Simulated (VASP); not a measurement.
A run of VASP 6.6.1:

File INCAR:

```
SYSTEM = MoS2
PREC = Accurate ; ENCUT = 520
EDIFF = 1E-6 ; ISMEAR = 0
SIGMA = 0.05 ; LREAL = .False.
LASPH = .True. ; NELM = 60
ALGO = Normal ; ISIF = 2
LWAVE = .False. ; LCHARG = .False.
GGA = PS ; NBANDS = 35
```

KPOINTS

```
regular mesh
0
Gamma
  12 12 2
  0 0 0
```

Contents of POSCAR:

```
MoS2
1.0
    3.1414322073      0.0000000000      0.0000000000
   -1.5707161036      2.7205600958      0.0000000000
    0.0000000000      0.0000000000     12.5788196111
Mo S
2 4
Direct
    0.3253751797      0.6587085131      0.2500000000
    0.6666666667      0.3333333333      0.7500000000
    0.3333333333      0.6666666667      0.6260538431
    0.6666666667      0.3333333333      0.1260538431
    0.3333333333      0.6666666667      0.8739461569
    0.6666666667      0.3333333333      0.3739461569
```

Potentials or basis: VASP PAW PBE potentials, release 64 (Mo_sv, S).

The run is started by

```console
$ cat potpaw_PBE.64/Mo_sv/POTCAR potpaw_PBE.64/S/POTCAR > POTCAR
$ mpirun -np 1 vasp_std > vasp.out
```

Hardware: 1 thread of Intel(R) Xeon(R) Platinum 8259CL CPU @ 2.50GHz (Skylake/Cascade Lake) (shared host).

How long does it take, and how much memory?

Run time: 7 min on 1 thread of Intel(R) Xeon(R) Platinum 8259CL CPU @ 2.50GHz (Skylake/Cascade Lake), on a shared host, peak memory 0.53 GiB. Counts: scf iterations 15, k points 148.
